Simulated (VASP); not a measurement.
Set up this calculation in VASP 6.6.1, as the native input.

* Task: single point
* Functional: PBEsol
* Potentials or basis: VASP PAW PBE potentials, release 64 (Cd, F)
* Cutoff: 520 eV
* k mesh: 8 × 8 × 8
* Occupations: gaussian, width 0.02 eV
* Spin: no spin polarisation
* Dipole correction: no
* Further INCAR settings: ALGO = Normal; EDIFF = 1e-07; NBANDS = 20

The structure of CdF2 lies in POSCAR:

```
CdF2
1.0
   -0.0480070800      2.5219881000      2.5497901800
    2.6560415400     -0.1234660200      2.6252491200
    2.6187565800      2.5601620800     -0.0861810600
Cd F
1 2
Direct
   -0.0284279881     -0.0162787676      0.0212008166
    0.3108073497      0.2524406088      0.2241703786
    0.7176224944      0.7638363029      0.7546306607
```

This cell differs from its parent crystal: atoms moved at random and the cell strained at random.

These files were run (other wordings do the same):

INCAR

```
SYSTEM = CdF2
  PREC = Accurate
  ENCUT = 520
  EDIFF = 1E-7
  ISMEAR = 0
  SIGMA = 0.02
  LREAL = .FALSE.
  LASPH = .TRUE.
  NELM = 80
  ALGO = Normal
  ISIF = 2
  LWAVE = .FALSE.
  LCHARG = .FALSE.
  GGA = PS
  NBANDS = 20
```

KPOINTS

```
Automatic mesh
0
G
  8 8 8
  0 0 0
```

Potentials or basis: VASP PAW PBE potentials, release 64 (Cd, F).

The run is started by

```console
$ cat potpaw_PBE.64/Cd/POTCAR potpaw_PBE.64/F/POTCAR > POTCAR
$ mpirun -np 1 vasp_std > vasp.out
```

It gave:

The pressure is 16.2 GPa, the largest force is 2.899 eV/Å and the band gap on the k mesh is 2.94 eV (least direct gap 3.16 eV).

Caveat: the cell differs from its parent crystal (atoms moved at random and the cell strained at random); the cell stands under pressure; the PAW data sets were made with another functional, which shifts forces and pressure a little.

Run time: 69 s on 1 thread of Intel(R) Xeon(R) 6975P-C (Granite Rapids) (shared host), peak memory 0.28 GiB.
